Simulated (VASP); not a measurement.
# I (a cell with a defect) in VASP: notebook, part 2 of 2

VASP 6.6.1. The steps go on from the part before.

## Step 3: Single point, PBE

File INCAR:

```
PREC = Accurate ; ENCUT = 520
EDIFF = 1E-7 ; ISMEAR = -1
SIGMA = 0.1 ; LREAL = Auto
LASPH = True ; NELM = 80
ALGO = Normal ; ISIF = 2
LWAVE = False ; LCHARG = True
GGA = PE ; LELF = True
LVHAR = True ; NBANDS = 66
```

File KPOINTS:

```
regular mesh
0
Gamma
  2 2 2
```

File POSCAR:

```
I
1.0
    7.3117060000      4.8324780000      0.0000000000
    7.3117060000     -4.8324780000      0.0000000000
    0.0000000000      0.0000000000     -9.8564430000
I
15
Direct
    0.1086632817      0.3912294930      0.8749378452
    0.1270998632      0.3728861865      0.3698891172
    0.2834283899      0.2166926489      0.6211171718
    0.1219210024      0.8890065431      0.8772051946
    0.1442593584      0.8714413549      0.3771431540
    0.4517048895      0.5313108390      0.1277460845
    0.2973926544      0.7124443111      0.6277129589
    0.6103690944      0.3781501376      0.8772854467
    0.6279818970      0.3560056977      0.3770965855
    0.9684738056      0.0471626273      0.1277553170
    0.7869232717      0.2027623092      0.6276873919
    0.5264112921      0.9737480415      1.0899876355
    0.6543477587      0.8455658046      0.3584187521
    0.9498385214      0.5501253721      0.1236216757
    0.7874269288      0.7123360541      0.6209152734
```

Potentials or basis: VASP PAW PBE potentials, release 64 (I).

The run is started by

```console
$ cat potpaw_PBE.64/I/POTCAR > POTCAR
$ mpirun -np 1 vasp_std > vasp.out
```

OUTCAR:

```text
PREC = Accurate
   ENCUT = 520
   EDIFF = 1E-7
   ISMEAR = -1
   LREAL = Auto
   LASPH = True
   NELM = 80
   ISIF = 2
   GGA = PE

 ion  position               nearest neighbor table
   1  0.109  0.391  0.875-  14 2.89   3 3.02
   2  0.127  0.373  0.370-   3 2.90  14 2.97
   3  0.283  0.217  0.621-   2 2.90   1 3.02
   4  0.122  0.889  0.877-  10 2.89   7 2.99
   5  0.144  0.871  0.377-   7 2.89  10 2.99
   6  0.452  0.531  0.128-   8 2.89   9 2.99
   7  0.297  0.712  0.628-   5 2.89   4 2.99
   8  0.610  0.378  0.877-   6 2.89  11 2.99
   9  0.628  0.356  0.377-  11 2.89   6 2.99
  10  0.968  0.047  0.128-   4 2.89   5 2.99
  11  0.787  0.203  0.628-   9 2.89   8 2.99
  12  0.526  0.974  0.090-  13 2.92
  13  0.654  0.846  0.358-  15 2.89  12 2.92
  14  0.950  0.550  0.124-   1 2.89   2 2.97
  15  0.787  0.712  0.621-  13 2.89

  LATTYP: Found a base centered orthorhombic cell.
 ALAT       =     9.6649560000
 B/A-ratio  =     1.5130345136
 C/A-ratio  =     1.0198125061

  Lattice vectors:

 A1 = (  -7.3117060000,   4.8324780000,   0.0000000000)
 A2 = (   7.3117060000,   4.8324780000,   0.0000000000)
 A3 = (   0.0000000000,   0.0000000000,  -9.8564430000)

Analysis of symmetry for initial positions (statically):
=====================================================================
 Subroutine PRICEL returns:
 Original cell was already a primitive cell.

 Routine SETGRP: Setting up the symmetry group for a
 base centered orthorhombic supercell.

 Subroutine GETGRP returns: Found  1 space group operations
 (whereof  1 operations were pure point group operations)
 out of a pool of  8 trial point group operations.

The static configuration has the point symmetry C_1 .

Analysis of symmetry for dynamics (positions and initial velocities):
=====================================================================
 Subroutine PRICEL returns:
 Original cell was already a primitive cell.

 Routine SETGRP: Setting up the symmetry group for a
 base centered orthorhombic supercell.

 Subroutine GETGRP returns: Found  1 space group operations
 (whereof  1 operations were pure point group operations)
 out of a pool of  8 trial point group operations.

The dynamic configuration has the point symmetry C_1 .

 Subroutine INISYM returns: Found  1 space group operations
 (whereof  1 operations are pure point group operations),
 and found     1 'primitive' translations

----------------------------------------------------------------------------------------

                                     Primitive cell

  volume of cell :     696.5284

  direct lattice vectors                    reciprocal lattice vectors
     7.311706000  4.832478000  0.000000000     0.068383494  0.103466586  0.000000000
     7.311706000 -4.832478000  0.000000000     0.068383494 -0.103466586  0.000000000
     0.000000000  0.000000000 -9.856443000     0.000000000  0.000000000 -0.101456479

  length of vectors
     8.764353271  8.764353271  9.856443000     0.124022726  0.124022726  0.101456479

  position of ions in fractional coordinates (direct lattice)
[... 73 lines left out ...]
   dimension x,y,z NGX =    70 NGY =   70 NGZ =   80
   dimension x,y,z NGXF=   140 NGYF=  140 NGZF=  160
   ions per type =              15
   NGX,Y,Z   is equivalent  to a cutoff of  13.28, 13.28, 13.49 a.u.
   NGXF,Y,Z  is equivalent  to a cutoff of  26.56, 26.56, 26.99 a.u.
 SYSTEM =  unknown system
   PREC   = accura    normal or accurate (medium, high low for compatibility)
   ISTART =      0    job   : 0-new  1-cont  2-samecut
   ICHARG =      2    charge: 1-file 2-atom 10-const
   ISPIN  =      1    spin polarized calculation?
   LNONCOLLINEAR =      F non collinear calculations
   LSORBIT =      F    spin-orbit coupling
   LASPH  =      T    aspherical Exc in radial PAW
   ENCUT  =  520.0 eV  38.22 Ry    6.18 a.u.  16.30 16.30 18.33*2*pi/ulx,y,z
   NELM   =     80;   NELMIN=  2; NELMDL= -5     # of ELM steps
   EDIFF  = 0.1E-06   stopping-criterion for ELM
   LREAL  =      T    real-space projection
   EDIFFG = 0.1E-05   stopping-criterion for IOM
   NSW    =      0    number of steps for IOM
   IBRION =     -1    ionic relax: 0-MD 1-quasi-New 2-CG
   NFREE  =      0    steps in history (QN), initial steepest desc. (CG)
   ISIF   =      2    stress and relaxation
   ISYM   =      2    0-nonsym 1-usesym 2-fastsym
   POTIM  = 0.5000    time-step for ionic-motion
   TEBEG  =    0.0;   TEEND  =   0.0 temperature during run
   PSTRESS=    0.0 pullay stress
   NELECT =     105.0000    total number of electrons
   NUPDOWN=      -1.0000    fix difference up-down
   EMIN   =  10.00;   EMAX   =-10.00  energy-range for DOS
   EFERMI =   0.00;   METHOD = LEGACY
   ISMEAR =    -1;   SIGMA  =   0.10  broadening in eV -4-tet -1-fermi 0-gaus
   EFERMI_NEDOS =   21; number of points for ismear=-14 and -15
   IALGO  =     38    algorithm
   IMIX   =      4    mixing-type and parameters
     AMIX     =   0.40;   BMIX     =  1.00
     AMIX_MAG =   1.60;   BMIX_MAG =  1.00
  volume/ion in A,a.u.               =      46.44       313.36
  Fermi-wavevector in a.u.,A,eV,Ry     =   0.871281  1.646483 10.328602  0.759131
  Thomas-Fermi vector in A             =   1.990367
   LORBIT       =      0    0 simple, 1 ext, 2 COOP (PROOUT), +10 PAW based schemes
   GGA     = PE    functional components
   LHFCALC =     F    Hartree Fock is set to
   AEXX    =    0.0000 exact exchange contribution
   IVDW    =     0    specifies the selected vdW correction
   LEPSILON=     F    determine dielectric tensor
   LRPA    =     F    only Hartree local field effects (RPA)
 non-spin polarized calculation
  energy-cutoff  :      520.00
  volume of cell :      696.53
 maximum number of plane-waves:     18782
 NGX is ok and might be reduce to    70
   NGX = 33   NGY = 33   NGZ = 37

 number of electron     105.0000002 magnetization

 Free energy of the ion-electron system (eV)
  ---------------------------------------------------
  ext. energy  EPLUGINS =         0.00000000
  ---------------------------------------------------
  free energy    TOTEN  =       -22.42232655 eV

  energy without entropy =      -22.15273279  energy(sigma->0) =      -22.28752967

 E-fermi :   1.8568     XC(G=0):  -7.6027

 val. band max:        1.8236087498   @ k =   0.0000   0.0000   0.5000
 cond. band min:       2.6644086668   @ k =   0.0000   0.0000   0.0000
 fundamental gap:      0.8407999170
 Fermi energy:         1.8568437921

 k-point     1 :       0.0000    0.0000    0.0000
  band No.  band energies     occupation
      1     -11.6074      2.00000
      2     -11.3564      2.00000
      3     -11.2873      2.00000
      4     -10.7635      2.00000
      5     -10.6732      2.00000
      6     -10.6235      2.00000
[... 525 lines left out ...]
     63       8.1141      0.00000
     64       8.2016      0.00000
 [bands above 64 left out]

------------------------ aborting loop because EDIFF is reached ----------------------------------------

  FORCE on cell =-STRESS in cart. coord.  units (eV):
  Direction    XX          YY          ZZ          XY          YZ          ZX
  --------------------------------------------------------------------------------------
  -------------------------------------------------------------------------------------
  Total        3.4913739      1.7532588     -0.4865495      0.0064804      0.3972465      0.0009330
  in kB        8.0309722      4.0329033     -1.1191771      0.0149065      0.9137593      0.0021461
  external PRESSURE =       3.6482328 kB  Pullay stress =       0.0000000 kB

 VOLUME and BASIS-vectors are now :
 -----------------------------------------------------------------------------
  energy-cutoff  :      520.00
  volume of cell :      696.53
      direct lattice vectors                 reciprocal lattice vectors
     7.311706000  4.832478000  0.000000000     0.068383494  0.103466586  0.000000000
     7.311706000 -4.832478000  0.000000000     0.068383494 -0.103466586  0.000000000
     0.000000000  0.000000000 -9.856443000     0.000000000  0.000000000 -0.101456479

 POSITION                                       TOTAL-FORCE (eV/Angst)
 -----------------------------------------------------------------------------------
      3.65507     -1.36549     -8.62377        -0.000536      0.070004      0.008798
      3.65575     -1.18776     -3.64579        -0.002333     -0.038173     -0.001960
      3.65674      0.32250     -6.12201        -0.001485     -0.030918     -0.003864
      7.39160     -3.70692     -8.64612         0.007402      0.082477      0.004388
      7.42650     -3.51409     -3.71729        -0.014358     -0.062422      0.006387
      7.18752     -0.38469     -1.25912        -0.022713      0.070894     -0.001101
      7.38363     -2.00573     -6.18702        -0.018277     -0.050371      0.000555
      7.22776      1.12219     -8.64691        -0.005830      0.083639      0.004370
      7.19463      1.31432     -3.71683         0.012347     -0.060594      0.007205
      7.42604      4.45222     -1.25921         0.029387      0.066788     -0.000501
      7.23629      2.82294     -6.18677         0.022327     -0.048788      0.001242
     10.96872     -2.16175     -0.88696        -0.001845     -0.013814     -0.063540
     10.96693     -0.92406     -3.53273        -0.000950     -0.030589     -0.009204
     10.96729      1.93161     -1.21847        -0.003142      0.048692      0.021704
     10.96583      0.36287     -6.12002         0.000005     -0.086826      0.025521
 -----------------------------------------------------------------------------------
    total drift:                                0.002254     -0.004847      0.005650

  FREE ENERGIE OF THE ION-ELECTRON SYSTEM (eV)
  ---------------------------------------------------
  free  energy   TOTEN  =       -22.4223265516 eV

  energy  without entropy=      -22.1527327919  energy(sigma->0) =      -22.28752967
```

It took 6.9 min on 1 thread of Intel Xeon 6975P-C (Granite Rapids), shared host; peak memory 0.82 GiB.

What came out:

```
Free energy            : -22.4223 eV
Pressure               : 0.4 GPa
Largest force          : 0.090 eV/Å
Band gap on the k mesh : zero (an odd number of electrons rules out a gap without spin polarisation)
```

Forces on the atoms (eV/Å):
```
I   -0.001  0.070  0.009
I   -0.002 -0.038 -0.002
I   -0.001 -0.031 -0.004
I    0.007  0.082  0.004
I   -0.014 -0.062  0.006
I   -0.023  0.071 -0.001
I   -0.018 -0.050  0.001
I   -0.006  0.084  0.004
I    0.012 -0.061  0.007
I    0.029  0.067 -0.001
I    0.022 -0.049  0.001
I   -0.002 -0.014 -0.064
I   -0.001 -0.031 -0.009
I   -0.003  0.049  0.022
I    0.000 -0.087  0.026
```

Caveat: the k points lie up to 0.39 Å⁻¹ apart, too coarse for converged energies and pressures of a metal; spin-orbit coupling is left out, which moves the levels of the heavy elements; an odd number of electrons without spin polarisation forces a metal; a magnetic or distorted state may lie lower.

The gap in the log of VASP goes by the Fermi energy; the results here count the filled bands.